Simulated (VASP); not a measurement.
A run of VASP 6.6.1:

File INCAR:

```
SYSTEM = Ta
PREC = Accurate
ENCUT = 600
EDIFF = 1E-6
ISMEAR = 0
SIGMA = 0.05
LREAL = .FALSE.
LASPH = .TRUE.
NELM = 60
ALGO = Normal
ISIF = 3
LWAVE = .FALSE.
LCHARG = .FALSE.
GGA = CA
IBRION = 2
NSW = 80
EDIFFG = -0.03
```

KPOINTS

```
Automatic mesh
0
G
  9 9 9
  0 0 0
```

POSCAR

```
Ta
1.0
   -1.6512800000      1.6512800000      1.6512800000
    1.6512800000     -1.6512800000      1.6512800000
    1.6512800000      1.6512800000     -1.6512800000
Ta
1
Direct
    0.0000000000      0.0000000000      0.0000000000
```

Potentials or basis: VASP PAW LDA potentials, release 64 (Ta_pv).

Run with:

```bash
$ cat potpaw_LDA.64/Ta_pv/POTCAR > POTCAR
$ mpirun -np 1 vasp_std > vasp.out
```

Hardware: 1 thread of Intel(R) Xeon(R) 6975P-C (Granite Rapids), with other jobs on the host.

Problem. How long does it take, and how much memory?

Solution. It took 8.4 s on 1 thread of Intel(R) Xeon(R) 6975P-C (Granite Rapids) (shared host), peak memory 0.14 GiB. Counts: scf iterations 30, k points 35, ion steps 4.
